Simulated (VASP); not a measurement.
# BaY2NiO5 in VASP: single point with PBE+U

Aim: the single point of BaY2NiO5 with PBE+U.

Everything below comes from runs of VASP 6.6.1. Logs are shortened: lines on timing, memory, paths and dates and some standing lists are left out, and cuts for length are marked.

**1. The cell of the first run**

The cell holds a disordered packing, 9 atoms: a = 5.911 Å, b = 4.122 Å, c = 5.539 Å, α = 83.34°, β = 84.12°, γ = 90.04°.

**2. Single point, PBE+U**

POSCAR

```
BaY2NiO5
1.0
    5.8890770000      0.4192380000     -0.2820850000
   -0.2903930000      4.1105940000      0.0998760000
    0.7902780000      0.5679940000      5.4527050000
Y Ba Ni O
2 1 1 5
Direct
    0.6123760000      0.5050380000      0.1251060000
    0.4309050000      0.1200440000      0.6338300000
    0.1473910000      0.9465520000      0.1797820000
    0.7462370000      0.6148510000      0.6307250000
    0.7203370000      0.9767190000      0.3074180000
    0.0800500000      0.7101980000      0.6293480000
    0.9850850000      0.0279950000      0.7666890000
    0.2579180000      0.5955220000      0.8355560000
    0.9433350000      0.2586460000      0.5093980000
```

INCAR.step1

```
SYSTEM = BaY2NiO5
PREC = Accurate
ENCUT = 520
EDIFF = 1E-7
ISMEAR = -1
SIGMA = 0.1
LREAL = .FALSE.
LASPH = .TRUE.
NELM = 150
ALGO = Normal
ISIF = 2
LWAVE = .FALSE.
LCHARG = .TRUE.
LMAXMIX = 4
LDAU = .TRUE.
LDAUTYPE = 2
LDAUL = -1 -1 2 -1
LDAUU = 0 0 5.31 0
LDAUJ = 0 0 0 0
LDAUPRINT = 1
GGA = PE
NBANDS = 46
```

KPOINTS.step1

```
Automatic mesh
0
Gamma
  3 5 4
  0.5 0.5 0.5
```

INCAR.step2

```
SYSTEM = BaY2NiO5
PREC = Accurate
ENCUT = 520
EDIFF = 1E-7
ISMEAR = -5
SIGMA = 0.1
LREAL = .FALSE.
LASPH = .TRUE.
NELM = 150
ALGO = Normal
ISIF = 2
LWAVE = .FALSE.
LCHARG = .FALSE.
LMAXMIX = 4
LDAU = .TRUE.
LDAUTYPE = 2
LDAUL = -1 -1 2 -1
LDAUU = 0 0 5.31 0
LDAUJ = 0 0 0 0
LDAUPRINT = 1
GGA = PE
LORBIT = 10
NBANDS = 46
NEDOS = 2001
ICHARG = 11
```

KPOINTS.step2

```
Automatic mesh
0
G
  5 8 6
  0 0 0
```

Potentials or basis: VASP PAW PBE potentials, release 64 (Y_sv, Ba_sv, Ni, O).

The run is started by

```bash
> cat potpaw_PBE.64/Y_sv/POTCAR potpaw_PBE.64/Ba_sv/POTCAR potpaw_PBE.64/Ni/POTCAR potpaw_PBE.64/O/POTCAR > POTCAR
> cp INCAR.step1 INCAR
> cp KPOINTS.step1 KPOINTS
> mpirun -np 1 vasp_std > vasp.out
> cp INCAR.step2 INCAR
> cp KPOINTS.step2 KPOINTS
> mpirun -np 1 vasp_std > vasp.out
```

OUTCAR:

```text
SYSTEM = BaY2NiO5
   PREC = Accurate
   ENCUT = 520
   EDIFF = 1E-7
   ISMEAR = -5
   LREAL = .FALSE.
   LASPH = .TRUE.
   NELM = 150
   ISIF = 2
   GGA = PE
   LORBIT = 10
   ICHARG = 11

 ion  position               nearest neighbor table
   1  0.612  0.505  0.125-   5 2.41   5 2.41   4 2.76   8 2.77   4 3.07   9 3.12   2 3.15   3 3.30
                             3 3.55   2 3.56   3 3.70   2 3.74   3 3.93   2 4.07
   2  0.431  0.120  0.634-   5 2.48   8 2.48   8 2.53   7 2.68   6 2.68   4 2.76   4 2.80   9 3.07
                             9 3.07   1 3.15   3 3.30   3 3.31   1 3.56   1 3.74   1 4.07   3 4.43
   3  0.147  0.947  0.180-   9 2.56   7 2.56   6 2.56   5 2.56   8 2.56   8 3.13   1 3.30   2 3.30
                             2 3.31   9 3.34   7 3.35   4 3.42   1 3.55   1 3.70   1 3.93   2 4.43
   4  0.746  0.615  0.631-   9 2.01   6 2.01   5 2.21   7 2.44   1 2.76   2 2.76   2 2.80   1 3.07
                             3 3.42
   5  0.720  0.977  0.307-   4 2.21   1 2.41   1 2.41   2 2.48   3 2.56
   6  0.080  0.710  0.629-   7 1.66   8 1.66   4 2.01   3 2.56   2 2.68
   7  0.985  0.028  0.767-   9 1.66   6 1.66   4 2.44   3 2.56   2 2.68   3 3.35
   8  0.258  0.596  0.836-   6 1.66   2 2.48   2 2.53   3 2.56   1 2.77   3 3.13
   9  0.943  0.259  0.509-   7 1.66   4 2.01   3 2.56   2 3.07   2 3.07   1 3.12   3 3.34

  LATTYP: Found a triclinic cell.
 ALAT       =     6.5092736057
 B/A-ratio  =     0.6332578800
 C/A-ratio  =     0.9080453644
 COS(alpha) =     0.0006157812
 COS(beta)  =     0.0875648134
 COS(gamma) =     0.5344974082

  Lattice vectors:

 A1 = (   1.0806710000,  -3.5426000000,   5.3528290000)
 A2 = (   0.2903930000,  -4.1105940000,  -0.0998760000)
 A3 = (   5.8890770000,   0.4192380000,  -0.2820850000)

Analysis of symmetry for initial positions (statically):
=====================================================================
 Subroutine PRICEL returns:
 Original cell was already a primitive cell.

 Routine SETGRP: Setting up the symmetry group for a
 triclinic supercell.

 Subroutine GETGRP returns: Found  1 space group operations
 (whereof  1 operations were pure point group operations)
 out of a pool of  2 trial point group operations.

The static configuration has the point symmetry C_1 .

Analysis of symmetry for dynamics (positions and initial velocities):
=====================================================================
 Subroutine PRICEL returns:
 Original cell was already a primitive cell.

 Routine SETGRP: Setting up the symmetry group for a
 triclinic supercell.

 Subroutine GETGRP returns: Found  1 space group operations
 (whereof  1 operations were pure point group operations)
 out of a pool of  2 trial point group operations.

The dynamic configuration has the point symmetry C_1 .

 Subroutine INISYM returns: Found  1 space group operations
 (whereof  1 operations are pure point group operations),
 and found     1 'primitive' translations

----------------------------------------------------------------------------------------

                                     Primitive cell

  volume of cell :     133.3227

  direct lattice vectors                    reciprocal lattice vectors
     5.889077000  0.419238000 -0.282085000     0.167691889  0.012468678 -0.025602952
    -0.290393000  4.110594000  0.099876000    -0.018347998  0.242526867 -0.022604154
     0.790278000  0.567994000  5.452705000     0.009011287 -0.003797269  0.182484731

  length of vectors
     5.910715723  4.122048804  5.538876088     0.170092765  0.244268045  0.182746544

  position of ions in fractional coordinates (direct lattice)
     0.612376000  0.505038000  0.125106000
     0.430905000  0.120044000  0.633830000
     0.147391000  0.946552000  0.179782000
     0.746237000  0.614851000  0.630725000
     0.720337000  0.976719000  0.307418000
     0.080050000  0.710198000  0.629348000
     0.985085000  0.027995000  0.766689000
     0.257918000  0.595522000  0.835556000
     0.943335000  0.258646000  0.509398000

  ion indices of the primitive-cell ions
   primitive index   ion index
                 1           1
                 2           2
                 3           3
                 4           4
                 5           5
[... 69 lines left out ...]
   PREC   = accura    normal or accurate (medium, high low for compatibility)
   ISTART =      0    job   : 0-new  1-cont  2-samecut
   ICHARG =     11    charge: 1-file 2-atom 10-const
   ISPIN  =      1    spin polarized calculation?
   LNONCOLLINEAR =      F non collinear calculations
   LSORBIT =      F    spin-orbit coupling
   LASPH  =      T    aspherical Exc in radial PAW
   ENCUT  =  520.0 eV  38.22 Ry    6.18 a.u.  10.99  7.66 10.30*2*pi/ulx,y,z
   NELM   =    150;   NELMIN=  2; NELMDL=  0     # of ELM steps
   EDIFF  = 0.1E-06   stopping-criterion for ELM
   LREAL  =      F    real-space projection
   EDIFFG = 0.1E-05   stopping-criterion for IOM
   NSW    =      0    number of steps for IOM
   IBRION =     -1    ionic relax: 0-MD 1-quasi-New 2-CG
   NFREE  =      0    steps in history (QN), initial steepest desc. (CG)
   ISIF   =      2    stress and relaxation
   ISYM   =      2    0-nonsym 1-usesym 2-fastsym
   POTIM  = 0.5000    time-step for ionic-motion
   TEBEG  =    0.0;   TEEND  =   0.0 temperature during run
   PSTRESS=    0.0 pullay stress
   NELECT =      72.0000    total number of electrons
   NUPDOWN=      -1.0000    fix difference up-down
   EMIN   =  10.00;   EMAX   =-10.00  energy-range for DOS
   EFERMI =   0.00;   METHOD = LEGACY
   ISMEAR =    -5;   SIGMA  =   0.10  broadening in eV -4-tet -1-fermi 0-gaus
   EFERMI_NEDOS =   21; number of points for ismear=-14 and -15
   IALGO  =     38    algorithm
   IMIX   =      4    mixing-type and parameters
     AMIX     =   0.40;   BMIX     =  1.00
     AMIX_MAG =   1.60;   BMIX_MAG =  1.00
  volume/ion in A,a.u.               =      14.81        99.97
  Fermi-wavevector in a.u.,A,eV,Ry     =   1.333166  2.519319 24.182077  1.777333
  Thomas-Fermi vector in A             =   2.462045
   LORBIT       =     10    0 simple, 1 ext, 2 COOP (PROOUT), +10 PAW based schemes
 LDA+U is selected, type is set to LDAUTYPE =  2
   angular momentum for each species LDAUL =    -1   -1    2   -1
   U (eV)           for each species LDAUU =   0.0  0.0  5.3  0.0
   J (eV)           for each species LDAUJ =   0.0  0.0  0.0  0.0
   GGA     = PE    functional components
   LHFCALC =     F    Hartree Fock is set to
   AEXX    =    0.0000 exact exchange contribution
   IVDW    =     0    specifies the selected vdW correction
   LEPSILON=     F    determine dielectric tensor
   LRPA    =     F    only Hartree local field effects (RPA)
 non-spin polarized calculation
 Fermi weights with tetrahedron method with Bloechl corrections
  energy-cutoff  :      520.00
  volume of cell :      133.32
 maximum number of plane-waves:      3610
 NGX is ok and might be reduce to    48

atom =   4  type =  3  l = 2

 onsite density matrix

spin component  1

  0.8347  0.0236  0.0058 -0.0123 -0.0477
  0.0236  0.8623 -0.0023  0.0054 -0.0170
  0.0058 -0.0023  0.8844  0.0059  0.0285
 -0.0123  0.0054  0.0059  0.8896 -0.0127
 -0.0477 -0.0170  0.0285 -0.0127  0.9001

spin component  2

  0.8347  0.0236  0.0058 -0.0123 -0.0477
  0.0236  0.8623 -0.0023  0.0054 -0.0170
  0.0058 -0.0023  0.8844  0.0059  0.0285
 -0.0123  0.0054  0.0059  0.8896 -0.0127
 -0.0477 -0.0170  0.0285 -0.0127  0.9001

 occupancies and eigenvectors

  o =  0.7986  v =  0.8217 -0.2132 -0.2204  0.1988  0.4372  0.0000  0.0000  0.0000  0.0000  0.0000      0.0000  0.0000  0.0000  0.0000  0.0000  0.0000  0.0000  0.0000  0.0000  0.0000
  o =  0.7986  v =  0.0000  0.0000  0.0000  0.0000  0.0000  0.8217 -0.2132 -0.2204  0.1988  0.4372      0.0000  0.0000  0.0000  0.0000  0.0000  0.0000  0.0000  0.0000  0.0000  0.0000
  o =  0.8528  v = -0.0849  0.8565 -0.2982  0.0347  0.4112  0.0000  0.0000  0.0000  0.0000  0.0000      0.0000  0.0000  0.0000  0.0000  0.0000  0.0000  0.0000  0.0000  0.0000  0.0000
  o =  0.8528  v =  0.0000  0.0000  0.0000  0.0000  0.0000 -0.0849  0.8565 -0.2982  0.0347  0.4112      0.0000  0.0000  0.0000  0.0000  0.0000  0.0000  0.0000  0.0000  0.0000  0.0000
  o =  0.8822  v = -0.4038 -0.3522 -0.7875  0.2998  0.0538  0.0000  0.0000  0.0000  0.0000  0.0000      0.0000  0.0000  0.0000  0.0000  0.0000  0.0000  0.0000  0.0000  0.0000  0.0000
  o =  0.8822  v =  0.0000  0.0000  0.0000  0.0000  0.0000 -0.4038 -0.3522 -0.7875  0.2998  0.0538      0.0000  0.0000  0.0000  0.0000  0.0000  0.0000  0.0000  0.0000  0.0000  0.0000
  o =  0.8941  v = -0.0805  0.0982  0.3474  0.9279 -0.0476  0.0000  0.0000  0.0000  0.0000  0.0000      0.0000  0.0000  0.0000  0.0000  0.0000  0.0000  0.0000  0.0000  0.0000  0.0000
  o =  0.8941  v =  0.0000  0.0000  0.0000  0.0000  0.0000 -0.0805  0.0982  0.3474  0.9279 -0.0476      0.0000  0.0000  0.0000  0.0000  0.0000  0.0000  0.0000  0.0000  0.0000  0.0000
  o =  0.9434  v =  0.0000  0.0000  0.0000  0.0000  0.0000  0.3847  0.2955 -0.3488  0.0918 -0.7966      0.0000  0.0000  0.0000  0.0000  0.0000  0.0000  0.0000  0.0000  0.0000  0.0000
  o =  0.9434  v =  0.3847  0.2955 -0.3488  0.0918 -0.7966  0.0000  0.0000  0.0000  0.0000  0.0000      0.0000  0.0000  0.0000  0.0000  0.0000  0.0000  0.0000  0.0000  0.0000  0.0000

 number of electron      72.0000005 magnetization

 Free energy of the ion-electron system (eV)
  ---------------------------------------------------
  ext. energy  EPLUGINS =         0.00000000
  ---------------------------------------------------
  free energy    TOTEN  =       -46.40306638 eV

  energy without entropy =      -46.40306638  energy(sigma->0) =      -46.40306638

 E-fermi :   5.0147     XC(G=0): -10.7257

 val. band max:        5.0602348776   @ k =  -0.4000   0.2500   0.3333
 cond. band min:       4.9867526985   @ k =   0.4000  -0.3750   0.1667
 fundamental gap:     -0.0734821791
 Fermi energy:         5.0147443642

 k-point     1 :       0.0000    0.0000    0.0000
  band No.  band energies     occupation
      1     -38.2257      2.00000
      2     -38.0251      2.00000
      3     -22.6041      2.00000
      4     -18.5827      2.00000
      5     -18.4038      2.00000
      6     -18.3182      2.00000
[... 1165 lines left out ...]
     45       8.0874      0.00000
     46       8.5782      0.00000

 [... further k-points ...]

------------------------ aborting loop because EDIFF is reached ----------------------------------------

  FORCE on cell =-STRESS in cart. coord.  units (eV):
  Direction    XX          YY          ZZ          XY          YZ          ZX
  --------------------------------------------------------------------------------------
  -------------------------------------------------------------------------------------
  Total        7.8610284      3.4369113      9.7618959      2.4972119      2.0307795      4.9673135
  in kB       94.4682788     41.3023693    117.3115599     30.0097259     24.4044711     59.6936598
  external PRESSURE =      84.3607360 kB  Pullay stress =       0.0000000 kB

 VOLUME and BASIS-vectors are now :
 -----------------------------------------------------------------------------
  energy-cutoff  :      520.00
  volume of cell :      133.32
      direct lattice vectors                 reciprocal lattice vectors
     5.889077000  0.419238000 -0.282085000     0.167691889  0.012468678 -0.025602952
    -0.290393000  4.110594000  0.099876000    -0.018347998  0.242526867 -0.022604154
     0.790278000  0.567994000  5.452705000     0.009011287 -0.003797269  0.182484731

 POSITION                                       TOTAL-FORCE (eV/Angst)
 -----------------------------------------------------------------------------------
      3.55854      2.40380      0.55987         2.128524      0.487887     -0.049875
      3.00367      1.03412      3.34653        -0.434204     -0.218812      0.465171
      0.73520      4.05480      1.03326        -1.046235      0.286596      0.361638
      4.71455      3.19850      3.29006         0.397837     -0.582030     -0.858408
      4.20143      4.49150      1.57061        -3.474699     -1.166220     -0.992303
      0.76254      3.31036      3.48000        -1.350336      0.124138     -0.719658
      6.39901      0.96354      3.90545        -0.164017      0.818581      0.153200
      2.00629      3.03067      4.54276         4.093961     -1.540725      1.426859
      5.88283      1.74801      2.53733        -0.150832      1.790586      0.213376
 -----------------------------------------------------------------------------------
    total drift:                                0.010313      0.000112     -0.010045

  FREE ENERGIE OF THE ION-ELECTRON SYSTEM (eV)
  ---------------------------------------------------
  free  energy   TOTEN  =       -46.4030663759 eV

  energy  without entropy=      -46.4030663759  energy(sigma->0) =      -46.40306638

 total charge

# of ion       s       p       d       f       tot
--------------------------------------------------
    1        2.254   6.244   0.984   0.047   9.529
    2        2.215   6.264   0.998   0.060   9.538
    3        2.032   5.577   0.577   0.000   8.187
    4        0.382   0.346   8.713   0.000   9.440
    5        1.576   3.358   0.000   0.000   4.934
    6        1.644   3.160   0.000   0.000   4.804
    7        1.630   3.165   0.000   0.000   4.795
    8        1.606   3.273   0.000   0.000   4.879
    9        1.616   3.220   0.000   0.000   4.836
--------------------------------------------------
tot         14.955  34.607  11.273   0.107  60.942
```

Wall time 26 min (1 thread of Intel Xeon 8259CL, shared host); peak memory 0.78 GiB.

Results:

| Property | Result |
| --- | --- |
| Valence electrons inside the program's atomic spheres | Y 9.53, 9.54; Ba 8.19; Ni 9.44; O 4.93, 4.80, 4.79, 4.88, 4.84 |

Eigenvalues of the final occupation matrices:
```
    site  spin  trace               eigenvalues
site 4 d     1   4.37  0.80 0.85 0.88 0.89 0.94
site 4 d     2   4.37  0.80 0.85 0.88 0.89 0.94
```

Caveat: spin-orbit coupling is left out, which moves the levels of the heavy elements; the run has no spin polarisation, though such a crystal can be magnetic; U without spin polarisation on a metal has little footing.
